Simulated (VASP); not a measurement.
# TiAl3 (Pm-3m) in VASP: a series of runs

TiAl3 is run at these levels: PBEsol; tasks: single point.

All numbers are computed with VASP 6.6.1; they aren't measurements. Logs are shortened: lines on timing, memory, paths and dates and some standing lists are left out, and cuts for length are marked.

## 1. The cell of the first run

It takes space group Pm-3m (No. 221, cubic). Conventional cell: a = 3.956 Å, b = 3.956 Å, c = 3.956 Å, α = 90.00°, β = 90.00°, γ = 90.00°. Within 3.7 Å of Ti (site symmetry m-3m) lie 12 Al at 2.80 Å. Al (site symmetry 4/mmm) has 4 Ti at 2.80 Å and 8 Al at 2.80 Å within 3.7 Å.

## 2. Single point, PBEsol

Input file INCAR:

```
PREC = Accurate
ENCUT = 500
EDIFF = 1E-6
ISMEAR = 1
SIGMA = 0.05
LREAL = F
LASPH = T
NELM = 120
ALGO = Normal
ISIF = 2
LWAVE = F
LCHARG = F
GGA = PS
NBANDS = 18
GGA_COMPAT = F
```

Input file KPOINTS:

```
regular mesh
0
Gamma
  7 7 7
```

Input file POSCAR:

```
TiAl3
1.0
    3.9556710000      0.0000000000      0.0000000000
    0.0000000000      3.9556710000      0.0000000000
    0.0000000000      0.0000000000      3.9556710000
Ti Al
1 3
Direct
    0.0000000000      0.0000000000      0.0000000000
    0.5000000000      0.5000000000      0.0000000000
    0.5000000000      0.0000000000      0.5000000000
    0.0000000000      0.5000000000      0.5000000000
```

Potentials or basis: VASP PAW PBE potentials, release 64 (Ti_sv, Al).

Launch:

```
cat potpaw_PBE.64/Ti_sv/POTCAR potpaw_PBE.64/Al/POTCAR > POTCAR
mpirun -np 1 vasp_std > vasp.out
```

OUTCAR:

```text
PREC = Accurate
   ENCUT = 500
   EDIFF = 1E-6
   ISMEAR = 1
   LREAL = F
   LASPH = T
   NELM = 120
   ISIF = 2
   GGA = PS

 ion  position               nearest neighbor table
   1  0.000  0.000  0.000-   2 2.80   3 2.80   4 2.80   3 2.80   4 2.80   2 2.80   4 2.80   4 2.80
                             2 2.80   3 2.80   3 2.80   2 2.80
   2  0.500  0.500  0.000-   1 2.80   3 2.80   4 2.80   3 2.80   4 2.80   1 2.80   3 2.80   3 2.80
                             1 2.80   4 2.80   4 2.80   1 2.80
   3  0.500  0.000  0.500-   1 2.80   2 2.80   4 2.80   1 2.80   2 2.80   2 2.80   4 2.80   2 2.80
                             1 2.80   4 2.80   1 2.80   4 2.80
   4  0.000  0.500  0.500-   1 2.80   2 2.80   3 2.80   1 2.80   2 2.80   1 2.80   3 2.80   1 2.80
                             2 2.80   3 2.80   2 2.80   3 2.80

  LATTYP: Found a simple cubic cell.
 ALAT       =     3.9556710000

  Lattice vectors:

 A1 = (   3.9556710000,   0.0000000000,   0.0000000000)
 A2 = (   0.0000000000,   3.9556710000,   0.0000000000)
 A3 = (   0.0000000000,   0.0000000000,   3.9556710000)

Analysis of symmetry for initial positions (statically):
=====================================================================
 Subroutine PRICEL returns:
 Original cell was already a primitive cell.

 Routine SETGRP: Setting up the symmetry group for a
 simple cubic supercell.

 Subroutine GETGRP returns: Found 48 space group operations
 (whereof 48 operations were pure point group operations)
 out of a pool of 48 trial point group operations.

The static configuration has the point symmetry O_h .

Analysis of symmetry for dynamics (positions and initial velocities):
=====================================================================
 Subroutine PRICEL returns:
 Original cell was already a primitive cell.

 Routine SETGRP: Setting up the symmetry group for a
 simple cubic supercell.

 Subroutine GETGRP returns: Found 48 space group operations
 (whereof 48 operations were pure point group operations)
 out of a pool of 48 trial point group operations.

The dynamic configuration has the point symmetry O_h .

 Subroutine INISYM returns: Found 48 space group operations
 (whereof 48 operations are pure point group operations),
 and found     1 'primitive' translations

----------------------------------------------------------------------------------------

                                     Primitive cell

[... 90 lines left out ...]
   LREAL  =      F    real-space projection
   EDIFFG = 0.1E-04   stopping-criterion for IOM
   NSW    =      0    number of steps for IOM
   IBRION =     -1    ionic relax: 0-MD 1-quasi-New 2-CG
   NFREE  =      0    steps in history (QN), initial steepest desc. (CG)
   ISIF   =      2    stress and relaxation
   ISYM   =      2    0-nonsym 1-usesym 2-fastsym
   POTIM  = 0.5000    time-step for ionic-motion
   TEBEG  =    0.0;   TEEND  =   0.0 temperature during run
   PSTRESS=    0.0 pullay stress
   NELECT =      21.0000    total number of electrons
   NUPDOWN=      -1.0000    fix difference up-down
   EMIN   =  10.00;   EMAX   =-10.00  energy-range for DOS
   EFERMI =   0.00;   METHOD = LEGACY
   ISMEAR =     1;   SIGMA  =   0.05  broadening in eV -4-tet -1-fermi 0-gaus
   EFERMI_NEDOS =   21; number of points for ismear=-14 and -15
   IALGO  =     38    algorithm
   IMIX   =      4    mixing-type and parameters
     AMIX     =   0.40;   BMIX     =  1.00
     AMIX_MAG =   1.60;   BMIX_MAG =  1.00
  volume/ion in A,a.u.               =      15.47       104.42
  Fermi-wavevector in a.u.,A,eV,Ry     =   1.141812  2.157711 17.738373  1.303734
  Thomas-Fermi vector in A             =   2.278511
   LORBIT       =      0    0 simple, 1 ext, 2 COOP (PROOUT), +10 PAW based schemes
   GGA     = PS    functional components
   LHFCALC =     F    Hartree Fock is set to
   AEXX    =    0.0000 exact exchange contribution
   IVDW    =     0    specifies the selected vdW correction
   LEPSILON=     F    determine dielectric tensor
   LRPA    =     F    only Hartree local field effects (RPA)
 non-spin polarized calculation
 Methfessel and Paxton  Order N= 1 SIGMA  =   0.05
  energy-cutoff  :      500.00
  volume of cell :       61.90
 maximum number of plane-waves:      1588
 NGX is ok and might be reduce to    30
   NGX = 15   NGY = 15   NGZ = 15

 number of electron      20.9999997 magnetization

 Free energy of the ion-electron system (eV)
  ---------------------------------------------------
  ext. energy  EPLUGINS =         0.00000000
  ---------------------------------------------------
  free energy    TOTEN  =       -22.11575290 eV

  energy without entropy =      -22.11451888  energy(sigma->0) =      -22.11534156

 E-fermi :   9.1645     XC(G=0): -10.9144

 val. band max:        9.1608181614   @ k =   0.4286   0.2857   0.1429
 cond. band min:       9.1889578053   @ k =   0.2857   0.1429   0.0000
 fundamental gap:      0.0281396439
 Fermi energy:         9.1644668762

 k-point     1 :       0.0000    0.0000    0.0000
  band No.  band energies     occupation
      1     -47.6688      2.00000
      2     -24.0765      2.00000
      3     -24.0765      2.00000
      4     -24.0765      2.00000
      5      -1.7730      2.00000
      6       5.9329      2.00000
[... 397 lines left out ...]
      5       2.7922      2.00000
      6       3.8850      2.00000
[... 10 lines left out ...]
     17      11.9674      0.00000
     18      18.9641      0.00000

------------------------ aborting loop because EDIFF is reached ----------------------------------------

  FORCE on cell =-STRESS in cart. coord.  units (eV):
  Direction    XX          YY          ZZ          XY          YZ          ZX
  --------------------------------------------------------------------------------------
  -------------------------------------------------------------------------------------
  Total       -0.2224399     -0.2224399     -0.2224399     -0.0000000      0.0000000     -0.0000000
  in kB       -5.7578827     -5.7578827     -5.7578827     -0.0000000      0.0000000     -0.0000000
  external PRESSURE =      -5.7578827 kB  Pullay stress =       0.0000000 kB

 VOLUME and BASIS-vectors are now :
 -----------------------------------------------------------------------------
  energy-cutoff  :      500.00
  volume of cell :       61.90
      direct lattice vectors                 reciprocal lattice vectors
     3.955671000  0.000000000  0.000000000     0.252801611  0.000000000  0.000000000
     0.000000000  3.955671000  0.000000000     0.000000000  0.252801611  0.000000000
     0.000000000  0.000000000  3.955671000     0.000000000  0.000000000  0.252801611

 POSITION                                       TOTAL-FORCE (eV/Angst)
 -----------------------------------------------------------------------------------
      0.00000      0.00000      0.00000         0.000000      0.000000      0.000000
      1.97784      1.97784      0.00000         0.000000      0.000000      0.000000
      1.97784      0.00000      1.97784         0.000000      0.000000      0.000000
      0.00000      1.97784      1.97784         0.000000      0.000000      0.000000
 -----------------------------------------------------------------------------------
    total drift:                                0.000000     -0.000000      0.000000

  FREE ENERGIE OF THE ION-ELECTRON SYSTEM (eV)
  ---------------------------------------------------
  free  energy   TOTEN  =       -22.1157528967 eV

  energy  without entropy=      -22.1145188766  energy(sigma->0) =      -22.11534156
```

OSZICAR:

```text
N       E                     dE             d eps       ncg     rms          rms(c)
DAV:   1     0.114192370593E+03    0.11419E+03   -0.88456E+03   720   0.104E+03
DAV:   2    -0.160094197684E+02   -0.13020E+03   -0.12667E+03   726   0.278E+02
DAV:   3    -0.239513516340E+02   -0.79419E+01   -0.78053E+01  1110   0.646E+01
DAV:   4    -0.242142157120E+02   -0.26286E+00   -0.26249E+00   882   0.102E+01
DAV:   5    -0.242207038805E+02   -0.64882E-02   -0.64857E-02  1080   0.162E+00    0.115E+01
DAV:   6    -0.231027947230E+02    0.11179E+01   -0.24462E+01  1002   0.358E+01    0.776E+00
DAV:   7    -0.222089467869E+02    0.89385E+00   -0.10854E+01   922   0.220E+01    0.343E+00
DAV:   8    -0.221740609051E+02    0.34886E-01   -0.13813E+00   900   0.865E+00    0.189E+00
DAV:   9    -0.221169293546E+02    0.57132E-01   -0.43372E-01   956   0.471E+00    0.300E-01
DAV:  10    -0.221178451715E+02   -0.91582E-03   -0.79971E-03   856   0.559E-01    0.341E-01
DAV:  11    -0.221164398529E+02    0.14053E-02   -0.17684E-03   820   0.186E-01    0.204E-01
DAV:  12    -0.221157485999E+02    0.69125E-03   -0.33993E-03  1038   0.358E-01    0.371E-02
DAV:  13    -0.221157648488E+02   -0.16249E-04   -0.11399E-04   780   0.806E-02    0.342E-02
DAV:  14    -0.221157601083E+02    0.47405E-05   -0.75746E-06   846   0.281E-02    0.176E-02
DAV:  15    -0.221157527726E+02    0.73357E-05   -0.36840E-05   930   0.303E-02    0.339E-03
DAV:  16    -0.221157528967E+02   -0.12403E-06   -0.10042E-06   468   0.830E-03
   1 F= -.22115753E+02 E0= -.22115342E+02  d E =-.123402E-02
```

stdout:

```text
POSCAR found type information on POSCAR TiAl
 POSCAR found :  2 types and       4 ions
 scaLAPACK will be used
 -----------------------------------------------------------------------------
|                                                                             |
|                                                                             |
|     You enforced a specific xc type in the INCAR file but a different       |
|     I HOPE YOU KNOW WHAT YOU ARE DOING!                                     |
|                                                                             |
 -----------------------------------------------------------------------------

 LDA part: xc-table for (Slater+PW92), standard interpolation
 POSCAR, INCAR and KPOINTS ok, starting setup
 FFT: planning ... GRIDC
 FFT: planning ... GRID_SOFT
 FFT: planning ... GRID
 WAVECAR not read
 entering main loop
```

It took 15 s on 1 thread of Intel Xeon 6975P-C (Granite Rapids), shared host; peak memory 0.17 GiB.

Results:

```
Free energy : -22.1158 eV
Pressure    : -0.6 GPa
```

Caveat: the PAW data sets were made with another functional, which shifts forces and pressure a little.

## 3. Single point, PBEsol

Input file INCAR:

```
SYSTEM = TiAl3
PREC = Accurate
ENCUT = 500
EDIFF = 1E-6
ISMEAR = 1
SIGMA = 0.05
LREAL = .False.
LASPH = .True.
NELM = 120
ALGO = Normal
ISIF = 2
LWAVE = .False.
LCHARG = .False.
GGA = PS
NBANDS = 18
GGA_COMPAT = .False.
```

Input file KPOINTS:

```
Automatic mesh
0
Gamma
  7 7 7
  0 0 0
```

POSCAR is that of step 2.

Potentials or basis: VASP PAW PBE potentials, release 64 (Ti_sv, Al).

Launch:

```
cat potpaw_PBE.64/Ti_sv/POTCAR potpaw_PBE.64/Al/POTCAR > POTCAR
mpirun -np 1 vasp_std > vasp.out
```

It took 15 s on 1 thread of Intel Xeon 6975P-C (Granite Rapids), shared host; peak memory 0.17 GiB.

The run converged. Its results:

```yaml
Free_energy: -22.1158 eV
Pressure: -0.6 GPa
```

Levels at points of the mesh, in eV from the Fermi level:
```tsv
k point	band 6	band 7	band 8	band 9	band 10	band 11	band 12	band 13	band 14	band 15
(0.00, 0.00, 0.00)	-3.23	-3.23	-2.28	-2.28	-2.28	0.03	0.03	0.03	0.58	3.98
```

Caveat: the PAW data sets were made with another functional, which shifts forces and pressure a little.
